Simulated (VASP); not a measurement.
Wanted: the native input for a VASP 6.6.1 run.

```yaml
Task: relaxation of cell and atoms
Functional: PBEsol
Potentials_or_basis: VASP PAW PBE potentials, release 64 (Mg, O)
Cutoff: 600 eV
k_mesh: 10 × 10 × 10
Occupations: gaussian, width 0.02 eV
Spin: no spin polarisation
Dipole_correction: no
Further_INCAR_settings: ALGO = Normal; EDIFF = 1e-06; IBRION = 2; EDIFFG = -0.005; NSW = 100; ISIF = 3
```

The structure of MgO lies in POSCAR:

```
MgO
1.0
    0.0000000000      2.0970013927      2.0970013927
    2.0970013927      0.0000000000      2.0970013927
    2.0970013927      2.0970013927      0.0000000000
Mg O
1 1
Direct
    0.0000000000      0.0000000000      0.0000000000
    0.5000000000      0.5000000000      0.5000000000
```

One way to write it, as run:

INCAR

```
ALGO = Normal
EDIFF = 1E-6
EDIFFG = -0.005
ENCUT = 600
GGA = PS
IBRION = 2
ISIF = 3
ISMEAR = 0
LASPH = T
LCHARG = F
LREAL = F
LWAVE = F
NELM = 60
NSW = 100
PREC = Accurate
SIGMA = 0.02
```

KPOINTS

```
k-points
0
Gamma
  10 10 10
```

Potentials or basis: VASP PAW PBE potentials, release 64 (Mg, O).

Command:

```bash
$ cat potpaw_PBE.64/Mg/POTCAR potpaw_PBE.64/O/POTCAR > POTCAR
$ mpirun -np 1 vasp_std > vasp.out
```

It gave:

```
Relaxed volume                         : 9.31 Å³/atom
Relaxed cell                           : a = 2.976 Å, b = 2.976 Å, c = 2.976 Å, α = 60.00°, β = 60.00°, γ = 60.00°
Space group after relaxing (to 0.05 Å) : Fm-3m (No. 225)
Energy gained by relaxing              : 0.5 meV/atom
Ionic steps                            : 3
Pressure after relaxing                : 0.0 GPa
Band gap on the k mesh                 : 4.66 eV, direct
```

Caveat: the PAW data sets were made with another functional, which shifts forces and pressure a little.

Wall time 8 s on 1 thread of Intel(R) Xeon(R) 6975P-C (Granite Rapids) (shared host), peak memory 0.14 GiB.
